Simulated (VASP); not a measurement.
# Ga4SiN4 in VASP: single point with PBE

Aim: the single point of Ga4SiN4 with PBE.

Program: VASP 6.6.1. These are calculated values, not measurements. Logs are shortened: lines on timing, memory, paths and dates and some standing lists are left out, and cuts for length are marked.

## 1. The cell of the first run

The cell holds a slab with vacuum, 9 atoms: a = 3.219 Å, b = 3.219 Å, c = 24.028 Å, α = 90.00°, β = 90.00°, γ = 120.00°.

## 2. Single point, PBE, collinear spin

Contents of INCAR:

```
SYSTEM = Ga4SiN4
  PREC = Accurate
  ENCUT = 520
  EDIFF = 1E-7
  ISMEAR = 0
  SIGMA = 0.05
  LREAL = .False.
  LASPH = .True.
  NELM = 150
  ALGO = Fast
  ISIF = 2
  LWAVE = .False.
  LCHARG = .False.
  ISPIN = 2
  MAGMOM = 0 0 0 0 0 0 0 0 2
  LORBIT = 11
  LDIPOL = .True.
  IDIPOL = 3
  DIPOL = 0.5 0.5 0.376
  GGA = PE
  NBANDS = 52
```

Contents of KPOINTS:

```
Automatic mesh
0
Gamma
  9 9 1
  0 0 0
```

Contents of POSCAR:

```
Ga4SiN4
1.0
    3.2186527221      0.0000000000      0.0000000000
   -1.6093263611      2.7874350233      0.0000000000
    0.0000000000      0.0000000000     24.0282017551
N Ga Si
4 4 1
Direct
    0.3333333334      0.6666666667      0.1664710510
    0.6666666666      0.3333333333      0.2755821727
    0.3333333334      0.6666666667      0.3877392400
    0.6666666666      0.3333333333      0.4977427760
    0.6666666666      0.3333333333      0.1933709034
    0.3333333334      0.6666666667      0.3024820251
    0.6666666666      0.3333333333      0.4109595809
    0.3333333334      0.6666666667      0.5213957284
    0.5000000000      1.0000000000      0.6244584830
```

Potentials or basis: VASP PAW PBE potentials, release 64 (N, Ga_d, Si).

On the command line:

```
> cat potpaw_PBE.64/N/POTCAR potpaw_PBE.64/Ga_d/POTCAR potpaw_PBE.64/Si/POTCAR > POTCAR
> mpirun -np 1 vasp_std > vasp.out
```

OUTCAR:

```text
SYSTEM = Ga4SiN4
   PREC = Accurate
   ENCUT = 520
   EDIFF = 1E-7
   ISMEAR = 0
   LREAL = .False.
   LASPH = .True.
   NELM = 150
   ISIF = 2
   ISPIN = 2
   LORBIT = 11
   GGA = PE

 ion  position               nearest neighbor table
   1  0.333  0.667  0.166-   5 1.97   5 1.97   5 1.97
   2  0.667  0.333  0.276-   6 1.97   6 1.97   6 1.97   5 1.98
   3  0.333  0.667  0.388-   7 1.94   7 1.94   7 1.94   6 2.05
   4  0.667  0.333  0.498-   8 1.94   8 1.94   8 1.94   7 2.09
   5  0.667  0.333  0.193-   1 1.97   1 1.97   1 1.97   2 1.98
   6  0.333  0.667  0.302-   2 1.97   2 1.97   2 1.97   3 2.05
   7  0.667  0.333  0.411-   3 1.94   3 1.94   3 1.94   4 2.09
   8  0.333  0.667  0.521-   4 1.94   4 1.94   4 1.94   9 2.64
   9  0.500  0.000  0.624-   8 2.64

  LATTYP: Found a hexagonal cell.
 ALAT       =     3.2186527221
 C/A-ratio  =     7.4652980081

  Lattice vectors:

 A1 = (   3.2186527221,   0.0000000000,   0.0000000000)
 A2 = (  -1.6093263611,   2.7874350233,   0.0000000000)
 A3 = (   0.0000000000,   0.0000000000,  24.0282017551)

Analysis of symmetry for initial positions (statically):
=====================================================================
 Subroutine PRICEL returns:
 Original cell was already a primitive cell.

 Routine SETGRP: Setting up the symmetry group for a
 hexagonal supercell.

 Subroutine GETGRP returns: Found  2 space group operations
 (whereof  2 operations were pure point group operations)
 out of a pool of 24 trial point group operations.

The static configuration has the point symmetry C_1h.

Analysis of symmetry for dynamics (positions and initial velocities):
=====================================================================
 Subroutine PRICEL returns:
 Original cell was already a primitive cell.

 Routine SETGRP: Setting up the symmetry group for a
 hexagonal supercell.

 Subroutine GETGRP returns: Found  2 space group operations
 (whereof  2 operations were pure point group operations)
 out of a pool of 24 trial point group operations.

The dynamic configuration has the point symmetry C_1h.

Analysis of structural, dynamic, and magnetic symmetry:
=====================================================================
 Subroutine PRICEL returns:
 Original cell was already a primitive cell.

 Routine SETGRP: Setting up the symmetry group for a
 hexagonal supercell.

 Subroutine GETGRP returns: Found  2 space group operations
 (whereof  2 operations were pure point group operations)
 out of a pool of 24 trial point group operations.

The overall configuration has the point symmetry C_1h.

 Subroutine INISYM returns: Found  2 space group operations
 (whereof  2 operations are pure point group operations),
 and found     1 'primitive' translations

----------------------------------------------------------------------------------------

                                     Primitive cell

  volume of cell :     215.5759

  direct lattice vectors                    reciprocal lattice vectors
     3.218652722  0.000000000  0.000000000     0.310689001  0.179376379  0.000000000
    -1.609326361  2.787435023  0.000000000     0.000000000  0.358752757  0.000000000
     0.000000000  0.000000000 24.028201755     0.000000000  0.000000000  0.041617763

  length of vectors
     3.218652722  3.218652722 24.028201755     0.358752757  0.358752757  0.041617763

  position of ions in fractional coordinates (direct lattice)
     0.333333333  0.666666667  0.166471051
     0.666666667  0.333333333  0.275582173
     0.333333333  0.666666667  0.387739240
     0.666666667  0.333333333  0.497742776
     0.666666667  0.333333333  0.193370903
     0.333333333  0.666666667  0.302482025
     0.666666667  0.333333333  0.410959581
     0.333333333  0.666666667  0.521395728
     0.500000000  0.000000000  0.624458483

  ion indices of the primitive-cell ions
   primitive index   ion index
                 1           1
                 2           2
                 3           3
                 4           4
                 5           5
                 6           6
                 7           7
                 8           8
[... 68 lines left out ...]
   LSORBIT =      F    spin-orbit coupling
   LASPH  =      T    aspherical Exc in radial PAW
   ENCUT  =  520.0 eV  38.22 Ry    6.18 a.u.   5.98  5.98 44.68*2*pi/ulx,y,z
   NELM   =    150;   NELMIN=  2; NELMDL= -5     # of ELM steps
   EDIFF  = 0.1E-06   stopping-criterion for ELM
   LREAL  =      F    real-space projection
   EDIFFG = 0.1E-05   stopping-criterion for IOM
   NSW    =      0    number of steps for IOM
   IBRION =     -1    ionic relax: 0-MD 1-quasi-New 2-CG
   NFREE  =      0    steps in history (QN), initial steepest desc. (CG)
   ISIF   =      2    stress and relaxation
   ISYM   =      2    0-nonsym 1-usesym 2-fastsym
   POTIM  = 0.5000    time-step for ionic-motion
   TEBEG  =    0.0;   TEEND  =   0.0 temperature during run
   PSTRESS=    0.0 pullay stress
   NELECT =      76.0000    total number of electrons
   NUPDOWN=      -1.0000    fix difference up-down
   EMIN   =  10.00;   EMAX   =-10.00  energy-range for DOS
   EFERMI =   0.00;   METHOD = LEGACY
   ISMEAR =     0;   SIGMA  =   0.05  broadening in eV -4-tet -1-fermi 0-gaus
   EFERMI_NEDOS =   21; number of points for ismear=-14 and -15
   IALGO  =     68    algorithm
   IMIX   =      4    mixing-type and parameters
     AMIX     =   0.40;   BMIX     =  1.00
     AMIX_MAG =   1.60;   BMIX_MAG =  1.00
  volume/ion in A,a.u.               =      23.95       161.64
  Fermi-wavevector in a.u.,A,eV,Ry     =   1.156501  2.185470 18.197716  1.337494
  Thomas-Fermi vector in A             =   2.293121
   LORBIT       =     11    0 simple, 1 ext, 2 COOP (PROOUT), +10 PAW based schemes
   GGA     = PE    functional components
   LHFCALC =     F    Hartree Fock is set to
   AEXX    =    0.0000 exact exchange contribution
   IVDW    =     0    specifies the selected vdW correction
   LEPSILON=     F    determine dielectric tensor
   LRPA    =     F    only Hartree local field effects (RPA)
 spin polarized calculation
 RMM-DIIS sequential band-by-band and
 Gauss-broadening in eV      SIGMA  =   0.05
  energy-cutoff  :      520.00
  volume of cell :      215.58
 maximum number of plane-waves:      5874
   NGX = 11   NGY = 11   NGZ = 89

 dipolmoment           0.000000      0.000000      0.011222 electrons x Angstroem

 number of electron      75.9999960 magnetization      -0.0006712

 number of electron      75.9999960 magnetization       0.0002136

 dipolmoment           0.000000      0.000000     -0.130109 electrons x Angstroem

 Free energy of the ion-electron system (eV)
  ---------------------------------------------------
  ext. energy  EPLUGINS =         0.00000000
  ---------------------------------------------------
  free energy    TOTEN  =       -49.84492852 eV

  energy without entropy =      -49.83133022  energy(sigma->0) =      -49.83812937

 E-fermi :   0.0372     XC(G=0):  -6.6733

 val. band max:        0.0347399029   @ k =  -0.2222  -0.4444   0.0000
 cond. band min:       0.0411736467   @ k =  -0.4444   0.3333   0.0000
 fundamental gap:      0.0064337437
 Fermi energy:         0.0371694705

 spin component 1

 k-point     1 :       0.0000    0.0000    0.0000
  band No.  band energies     occupation
      1     -16.6040      1.00000
      2     -16.2224      1.00000
      3     -15.6275      1.00000
      4     -14.6249      1.00000
      5     -14.6173      1.00000
      6     -14.4618      1.00000
[... 1261 lines left out ...]
     49       7.7751      0.00000
     50       8.1379      0.00000

 [... further k-points ...]

 spin component 2

 k-point     1 :       0.0000    0.0000    0.0000
  band No.  band energies     occupation
      1     -16.6040      1.00000
      2     -16.2223      1.00000
      3     -15.6275      1.00000
      4     -14.6249      1.00000
      5     -14.6173      1.00000
      6     -14.4618      1.00000
[... 1261 lines left out ...]
     49       7.7835      0.00000
     50       8.2760      0.00000

 [... further k-points ...]

 [bands above 50 left out]

------------------------ aborting loop because EDIFF is reached ----------------------------------------

 vacuum level on the upper side and lower side of the slab       (xc-potential included)        -1.483         1.149

  FORCE on cell =-STRESS in cart. coord.  units (eV):
  Direction    XX          YY          ZZ          XY          YZ          ZX
  --------------------------------------------------------------------------------------
  -------------------------------------------------------------------------------------
  Total       -3.1921545     -2.4849568     -0.6636950      0.0000000     -0.3470952      0.0000000
  in kB      -23.7243507    -18.4684001     -4.9326347      0.0000000     -2.5796393      0.0000000
  external PRESSURE =     -15.7084618 kB  Pullay stress =       0.0000000 kB

 VOLUME and BASIS-vectors are now :
 -----------------------------------------------------------------------------
  energy-cutoff  :      520.00
  volume of cell :      215.58
      direct lattice vectors                 reciprocal lattice vectors
     3.218652722  0.000000000  0.000000000     0.310689001  0.179376379  0.000000000
    -1.609326361  2.787435023  0.000000000     0.000000000  0.358752757  0.000000000
     0.000000000  0.000000000 24.028201755     0.000000000  0.000000000  0.041617763

 POSITION                                       TOTAL-FORCE (eV/Angst)
 -----------------------------------------------------------------------------------
      0.00000      1.85829      4.00000        -0.000000      0.012689      1.493935
      1.60933      0.92915      6.62174         0.000000     -0.016804      1.271950
      0.00000      1.85829      9.31668        -0.000000      0.002568     -0.431788
      1.60933      0.92915     11.95986        -0.000000      0.143830     -1.029629
      1.60933      0.92915      4.64636         0.000000     -0.002457     -2.136584
      0.00000      1.85829      7.26810        -0.000000      0.003246     -0.457007
      1.60933      0.92915      9.87462        -0.000000      0.008212      0.599475
      0.00000      1.85829     12.52820         0.000000     -0.059159      0.683668
      1.60933      0.00000     15.00461         0.000000     -0.092125      0.005980
 -----------------------------------------------------------------------------------
    total drift:                               -0.000001      0.000125      0.000280

  FREE ENERGIE OF THE ION-ELECTRON SYSTEM (eV)
  ---------------------------------------------------
  free  energy   TOTEN  =       -49.8449285231 eV

  energy  without entropy=      -49.8313302174  energy(sigma->0) =      -49.83812937

 vacuum level on the upper side and lower side of the slab         4.779         7.470

 total charge

# of ion       s       p       d       tot
------------------------------------------
    1        1.267   2.330   0.000   3.598
    2        1.236   2.483   0.000   3.719
    3        1.228   2.500   0.000   3.728
    4        1.238   2.476   0.000   3.714
    5        0.793   0.845  10.146  11.784
    6        0.783   0.837  10.149  11.770
    7        0.788   0.856  10.160  11.804
    8        0.810   0.830  10.124  11.764
    9        0.901   0.582   0.000   1.482
--------------------------------------------------
tot          9.045  13.739  40.580  63.364

 magnetization (x)

# of ion       s       p       d       tot
------------------------------------------
    1        0.000   0.000   0.000   0.000
    2        0.000   0.000   0.000   0.000
    3       -0.000   0.000   0.000   0.000
    4        0.000   0.000   0.000   0.000
    5        0.000   0.000   0.000   0.000
    6        0.000   0.000   0.000   0.000
    7        0.000   0.000   0.000   0.000
    8        0.000   0.000   0.000   0.000
    9        0.000   0.000   0.000   0.000
--------------------------------------------------
tot          0.000   0.000   0.000   0.000
```

It took 49 min on 1 thread of Oxide Virtual Turin-like, shared host; peak memory 0.61 GiB.

What came out:

```
Free energy                                           : -49.8449 eV
Largest force                                         : 2.137 eV/Å
Band gap on the k mesh                                : zero (filled and empty bands overlap)
Net moment                                            : 0.00 μB per cell
Valence electrons inside the program's atomic spheres : N 3.60, 3.72, 3.73, 3.71; Ga 11.78, 11.77, 11.80, 11.76; Si 1.48
```

Forces on the atoms (eV/Å):
```
N    0.000  0.013  1.494
N    0.000 -0.017  1.272
N    0.000  0.003 -0.432
N    0.000  0.144 -1.030
Ga   0.000 -0.002 -2.137
Ga   0.000  0.003 -0.457
Ga   0.000  0.008  0.599
Ga   0.000 -0.059  0.684
Si   0.000 -0.092  0.006
```
